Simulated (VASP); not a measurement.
# Bi (Im-3m) in VASP: density of states with PBE

Aim: the density of states of Bi with PBE.

Program: VASP 6.6.1. These are calculated values, not measurements. Logs are shortened: lines on timing, memory, paths and dates and some standing lists are left out, and cuts for length are marked.

### Step 1. The cell of the first run

The structure is cubic, space group Im-3m (No. 229). Conventional cell: a = 4.022 Å, b = 4.022 Å, c = 4.022 Å, α = 90.00°, β = 90.00°, γ = 90.00°. Bi (site symmetry m-3m) has 14 Bi at 3.48 to 4.02 Å within 4.6 Å.

### Step 2. Density of states, PBE, non-collinear spin, zero start, spin-orbit coupling

Contents of POSCAR:

```
Bi
1.0
   -2.0110551168      2.0110551168      2.0110551168
    2.0110551168     -2.0110551168      2.0110551168
    2.0110551168      2.0110551168     -2.0110551168
Bi
1
Direct
    0.0000000000      0.0000000000      0.0000000000
```

Contents of INCAR.step1:

```
SYSTEM = Bi
  PREC = Accurate
  ENCUT = 520
  EDIFF = 1E-7
  ISMEAR = 0
  SIGMA = 0.05
  LREAL = .FALSE.
  LASPH = .TRUE.
  NELM = 150
  ALGO = Normal
  ISIF = 2
  LWAVE = .FALSE.
  LCHARG = .TRUE.
  MAGMOM = 0 0 0
  LSORBIT = .TRUE.
  GGA_COMPAT = .FALSE.
  LORBMOM = .TRUE.
  GGA = PE
  NBANDS = 26
```

Contents of KPOINTS.step1:

```
regular mesh
0
G
  14 14 14
  0 0 0
```

Contents of INCAR.step2:

```
SYSTEM = Bi
  PREC = Accurate
  ENCUT = 520
  EDIFF = 1E-7
  ISMEAR = -5
  SIGMA = 0.05
  LREAL = .FALSE.
  LASPH = .TRUE.
  NELM = 150
  ALGO = Normal
  ISIF = 2
  LWAVE = .FALSE.
  LCHARG = .FALSE.
  MAGMOM = 0 0 0
  LORBIT = 11
  LSORBIT = .TRUE.
  GGA_COMPAT = .FALSE.
  LORBMOM = .TRUE.
  GGA = PE
  NBANDS = 26
  NEDOS = 1001
  ICHARG = 11
```

Contents of KPOINTS.step2:

```
regular mesh
0
G
  21 21 21
  0 0 0
```

Potentials or basis: VASP PAW PBE potentials, release 64 (Bi_d).

Started as:

```
> cat potpaw_PBE.64/Bi_d/POTCAR > POTCAR
> cp INCAR.step1 INCAR
> cp KPOINTS.step1 KPOINTS
> mpirun -np 1 vasp_ncl > vasp.out
> cp INCAR.step2 INCAR
> cp KPOINTS.step2 KPOINTS
> mpirun -np 1 vasp_ncl > vasp.out
```

OUTCAR:

```text
SYSTEM = Bi
   PREC = Accurate
   ENCUT = 520
   EDIFF = 1E-7
   ISMEAR = -5
   LREAL = .FALSE.
   LASPH = .TRUE.
   NELM = 150
   ISIF = 2
   LORBIT = 11
   LSORBIT = .TRUE.
   GGA = PE
   ICHARG = 11

 ion  position               nearest neighbor table
   1  0.000  0.000  0.000-

  LATTYP: Found a body centered cubic cell.
 ALAT       =     4.0221102336

  Lattice vectors:

 A1 = (  -2.0110551168,   2.0110551168,   2.0110551168)
 A2 = (   2.0110551168,  -2.0110551168,   2.0110551168)
 A3 = (   2.0110551168,   2.0110551168,  -2.0110551168)

Analysis of symmetry for initial positions (statically):
=====================================================================
 Subroutine PRICEL returns:
 Original cell was already a primitive cell.

 Routine SETGRP: Setting up the symmetry group for a
 body centered cubic supercell.

 Subroutine GETGRP returns: Found 48 space group operations
 (whereof 48 operations were pure point group operations)
 out of a pool of 48 trial point group operations.

The static configuration has the point symmetry O_h .

Analysis of symmetry for dynamics (positions and initial velocities):
=====================================================================
 Subroutine PRICEL returns:
 Original cell was already a primitive cell.

 Routine SETGRP: Setting up the symmetry group for a
 body centered cubic supercell.

 Subroutine GETGRP returns: Found 48 space group operations
 (whereof 48 operations were pure point group operations)
 out of a pool of 48 trial point group operations.

The dynamic configuration has the point symmetry O_h .

Analysis of structural, dynamic, and magnetic symmetry:
=====================================================================
 Subroutine PRICEL returns:
 Original cell was already a primitive cell.

 Routine SETGRP: Setting up the symmetry group for a
 body centered cubic supercell.

 Subroutine GETGRP returns: Found 48 space group operations
 (whereof 48 operations were pure point group operations)
 out of a pool of 48 trial point group operations.

The overall configuration has the point symmetry O_h .

 Subroutine INISYM returns: Found 48 space group operations
 (whereof 48 operations are pure point group operations),
 and found     1 'primitive' translations

----------------------------------------------------------------------------------------

                                     Primitive cell

  volume of cell :      32.5336

  direct lattice vectors                    reciprocal lattice vectors
    -2.011055117  2.011055117  2.011055117     0.000000000  0.248625707  0.248625707
     2.011055117 -2.011055117  2.011055117     0.248625707  0.000000000  0.248625707
     2.011055117  2.011055117 -2.011055117     0.248625707  0.248625707  0.000000000

  length of vectors
     3.483249639  3.483249639  3.483249639     0.351609847  0.351609847  0.351609847

  position of ions in fractional coordinates (direct lattice)
     0.000000000  0.000000000  0.000000000

  ion indices of the primitive-cell ions
   primitive index   ion index
                 1           1

----------------------------------------------------------------------------------------

 KPOINTS: regular mesh

Automatic generation of k-mesh.
 Grid dimensions read from file:
 generate k-points for:   21   21   21

 Generating k-lattice:

  Cartesian coordinates                     Fractional coordinates (reciprocal lattice)
     0.000000000  0.011839319  0.011839319     0.047619048  0.000000000  0.000000000
     0.011839319  0.000000000  0.011839319     0.000000000  0.047619048  0.000000000
     0.011839319  0.011839319  0.000000000     0.000000000  0.000000000  0.047619048

  Length of vectors
     0.016743326  0.016743326  0.016743326

  Shift w.r.t. Gamma in fractional coordinates (k-lattice)
     0.000000000  0.000000000  0.000000000
[... 40 lines left out ...]
   ions per type =               1
   NGX,Y,Z   is equivalent  to a cutoff of  13.36, 13.36, 13.36 a.u.
   NGXF,Y,Z  is equivalent  to a cutoff of  26.73, 26.73, 26.73 a.u.
 SYSTEM =  Bi
   PREC   = accura    normal or accurate (medium, high low for compatibility)
   ISTART =      0    job   : 0-new  1-cont  2-samecut
   ICHARG =     11    charge: 1-file 2-atom 10-const
   ISPIN  =      1    spin polarized calculation?
   LNONCOLLINEAR =      T non collinear calculations
   LSORBIT =      T    spin-orbit coupling
   LASPH  =      T    aspherical Exc in radial PAW
   ENCUT  =  520.0 eV  38.22 Ry    6.18 a.u.   6.48  6.48  6.48*2*pi/ulx,y,z
   NELM   =    150;   NELMIN=  2; NELMDL=  0     # of ELM steps
   EDIFF  = 0.1E-06   stopping-criterion for ELM
   LREAL  =      F    real-space projection
   EDIFFG = 0.1E-05   stopping-criterion for IOM
   NSW    =      0    number of steps for IOM
   IBRION =     -1    ionic relax: 0-MD 1-quasi-New 2-CG
   NFREE  =      0    steps in history (QN), initial steepest desc. (CG)
   ISIF   =      2    stress and relaxation
   ISYM   =      2    0-nonsym 1-usesym 2-fastsym
   POTIM  = 0.5000    time-step for ionic-motion
   TEBEG  =    0.0;   TEEND  =   0.0 temperature during run
   PSTRESS=    0.0 pullay stress
   NELECT =      15.0000    total number of electrons
   NUPDOWN=      -1.0000    fix difference up-down
   EMIN   =  10.00;   EMAX   =-10.00  energy-range for DOS
   EFERMI =   0.00;   METHOD = LEGACY
   ISMEAR =    -5;   SIGMA  =   0.05  broadening in eV -4-tet -1-fermi 0-gaus
   EFERMI_NEDOS =   21; number of points for ismear=-14 and -15
   IALGO  =     38    algorithm
   IMIX   =      4    mixing-type and parameters
     AMIX     =   0.40;   BMIX     =  1.00
     AMIX_MAG =   1.60;   BMIX_MAG =  1.00
  volume/ion in A,a.u.               =      32.53       219.55
  Fermi-wavevector in a.u.,A,eV,Ry     =   1.264721  2.389976 21.762768  1.599518
  Thomas-Fermi vector in A             =   2.398011
   LORBIT       =     11    0 simple, 1 ext, 2 COOP (PROOUT), +10 PAW based schemes
   GGA     = PE    functional components
   LHFCALC =     F    Hartree Fock is set to
   AEXX    =    0.0000 exact exchange contribution
   IVDW    =     0    specifies the selected vdW correction
   LEPSILON=     F    determine dielectric tensor
   LRPA    =     F    only Hartree local field effects (RPA)
 Fermi weights with tetrahedron method with Bloechl corrections
  energy-cutoff  :      520.00
  volume of cell :       32.53
 maximum number of plane-waves:      1822
 NGX is ok and might be reduce to    28

 number of electron      15.0000005 magnetization       0.0000000      0.0000000     -0.0000000

 Free energy of the ion-electron system (eV)
  ---------------------------------------------------
  ext. energy  EPLUGINS =         0.00000000
  ---------------------------------------------------
  free energy    TOTEN  =        -4.57772819 eV

  energy without entropy =       -4.57772819  energy(sigma->0) =       -4.57772819

 E-fermi :   7.2826     XC(G=0): -10.0468

 val. band max:        7.3339923190   @ k =  -0.4286   0.4286   0.1905
 cond. band min:       7.2160948607   @ k =   0.1905   0.1905   0.1905
 fundamental gap:     -0.1178974583
 Fermi energy:         7.2826295483

 k-point     1 :       0.0000    0.0000    0.0000
  band No.  band energies     occupation
      1     -17.1706      1.00000
      2     -17.1706      1.00000
      3     -17.1706      1.00000
      4     -17.1706      1.00000
      5     -14.2610      1.00000
      6     -14.2610      1.00000
[... 685 lines left out ...]
     25      19.7045      0.00000
     26      19.7046      0.00000

 [... further k-points ...]
[... 5 lines left out ...]
  --------------------------------------------------------------------------------------
  -------------------------------------------------------------------------------------
  Total        0.0048278      0.0048278      0.0048278     -0.0000000      0.0000000     -0.0000000
  in kB        0.2377520      0.2377520      0.2377520     -0.0000000      0.0000000     -0.0000000
  external PRESSURE =       0.2377520 kB  Pullay stress =       0.0000000 kB

 VOLUME and BASIS-vectors are now :
 -----------------------------------------------------------------------------
  energy-cutoff  :      520.00
  volume of cell :       32.53
      direct lattice vectors                 reciprocal lattice vectors
    -2.011055117  2.011055117  2.011055117     0.000000000  0.248625707  0.248625707
     2.011055117 -2.011055117  2.011055117     0.248625707  0.000000000  0.248625707
     2.011055117  2.011055117 -2.011055117     0.248625707  0.248625707  0.000000000

 POSITION                                       TOTAL-FORCE (eV/Angst)
 -----------------------------------------------------------------------------------
      0.00000      0.00000      0.00000         0.000000      0.000000     -0.000000
 -----------------------------------------------------------------------------------
    total drift:                               -0.000000     -0.000000     -0.000000

  FREE ENERGIE OF THE ION-ELECTRON SYSTEM (eV)
  ---------------------------------------------------
  free  energy   TOTEN  =        -4.5777281884 eV

  energy  without entropy=       -4.5777281884  energy(sigma->0) =       -4.57772819

 orbital moment (x)

 # of ion     p       d       tot
 ----------------------------------------
  1         0.000   0.000   0.000
 ----------------------------------------
            0.000   0.000   0.000

 orbital moment (y)

 # of ion     p       d       tot
 ----------------------------------------
  1        -0.000   0.000  -0.000
 ----------------------------------------
           -0.000   0.000  -0.000

 orbital moment (z)

 # of ion     p       d       tot
 ----------------------------------------
  1         0.000   0.000   0.000
 ----------------------------------------
            0.000   0.000   0.000

 Spin-Orbit-Coupling matrix elements

 Ion:    1  E_soc:     -1.7518473
 l=   1
     0.0000000    -0.2259635    -0.2259635
    -0.2259635     0.0000000    -0.2259635
    -0.2259635    -0.2259635     0.0000000
 l=   2
     0.0000000    -0.0132336     0.0000000    -0.0132336    -0.0527774
    -0.0132336     0.0000000    -0.0395830    -0.0132336    -0.0131943
     0.0000000    -0.0395830     0.0000000    -0.0395830     0.0000000
    -0.0132336    -0.0132336    -0.0395830     0.0000000    -0.0131943
    -0.0527774    -0.0131943     0.0000000    -0.0131943     0.0000000
 l=   3
     0.0000000     0.0000000     0.0000000     0.0000000     0.0000000     0.0000000     0.0000000
     0.0000000     0.0000000     0.0000000     0.0000000     0.0000000     0.0000000     0.0000000
     0.0000000     0.0000000     0.0000000     0.0000000     0.0000000     0.0000000     0.0000000
     0.0000000     0.0000000     0.0000000     0.0000000     0.0000000     0.0000000     0.0000000
     0.0000000     0.0000000     0.0000000     0.0000000     0.0000000     0.0000000     0.0000000
     0.0000000     0.0000000     0.0000000     0.0000000     0.0000000     0.0000000     0.0000000
     0.0000000     0.0000000     0.0000000     0.0000000     0.0000000     0.0000000     0.0000000

 total charge

# of ion       s       p       d       tot
------------------------------------------
    1        1.547   1.261   9.916  12.725

 magnetization (x)

# of ion       s       p       d       tot
------------------------------------------
    1        0.000   0.000   0.000   0.000

 magnetization (y)

# of ion       s       p       d       tot
------------------------------------------
    1       -0.000   0.000   0.000  -0.000

 magnetization (z)

# of ion       s       p       d       tot
------------------------------------------
    1        0.000   0.000   0.000   0.000
```

It took 3.9 min on 1 thread of Intel Xeon 6975P-C (Granite Rapids), shared host; peak memory 0.46 GiB.

What came out:

```
Net moment                                            : 0.00 μB per cell
Valence electrons inside the program's atomic spheres : Bi 12.72
```

Moments on the atoms (μB; x, y, z):
```
Bi  0.00 0.00 0.00
```
